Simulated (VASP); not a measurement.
Ce:

```
CELL_PARAMETERS angstrom
-1.94330 1.94330 1.94330
1.94330 -1.94330 1.94330
1.94330 1.94330 -1.94330
ATOMIC_POSITIONS crystal
Ce 0.00000 0.00000 0.00000
```

Base run:

```yaml
Program: VASP 6.6.1
Functional: PBE
Potentials_or_basis: VASP PAW PBE potentials, release 64 (Ce)
Cutoff: 520 eV
k_mesh: 10 × 10 × 10
Occupations: fermi-dirac, width 0.05 eV
Spin: collinear spin, ferromagnetic start
Starting_moments: "[1.01] μB"
```

Its results: pressure -0.8 GPa.

Task: The run is repeated on the same cell with these changes: spin from collinear spin, ferromagnetic start to no spin polarisation; further incar settings from ALGO = Normal; EDIFF = 1e-07; NBANDS = 16 to ALGO = Normal; EDIFF = 1e-06; NBANDS = 12. What comes out?

Result: Pressure -2.1 GPa.

Caveats: the magnetic or orbital state may not be the lowest (some runs).
